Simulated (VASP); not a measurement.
Here is a VASP 6.6.1 calculation.

File INCAR:

```
SYSTEM = BaO
  PREC = Accurate
  ENCUT = 600
  EDIFF = 1E-6
  ISMEAR = 0
  SIGMA = 0.1
  LREAL = .FALSE.
  LASPH = .TRUE.
  NELM = 120
  ALGO = Normal
  ISIF = 2
  LWAVE = .FALSE.
  LCHARG = .FALSE.
  GGA = PE
  IVDW = 12
  NBANDS = 15
  GGA_COMPAT = .FALSE.
```

File KPOINTS:

```
regular mesh
0
G
  6 6 6
  0 0 0
```

Contents of POSCAR:

```
BaO
1.0
    0.0000000000      2.7903917100      2.7903917100
    2.7903917100      0.0000000000      2.7903917100
    2.7903917100      2.7903917100      0.0000000000
Ba O
1 1
Direct
    0.0000000000      0.0000000000      0.0000000000
    0.5000000000      0.5000000000      0.5000000000
```

Potentials or basis: VASP PAW PBE potentials, release 64 (Ba_sv, O).

Run with:

```console
$ cat potpaw_PBE.64/Ba_sv/POTCAR potpaw_PBE.64/O/POTCAR > POTCAR
$ mpirun -np 1 vasp_std > vasp.out
```

(1) Predict the dispersion energy per atom.

(2) Estimate the pressure.

(3) Predict the band gap on the k mesh.

## Answers

(1) -0.221 eV.

(2) -0.4 GPa.

(3) 2.05 eV, direct.

Caveat: spin-orbit coupling is left out, which moves the levels of the heavy elements.
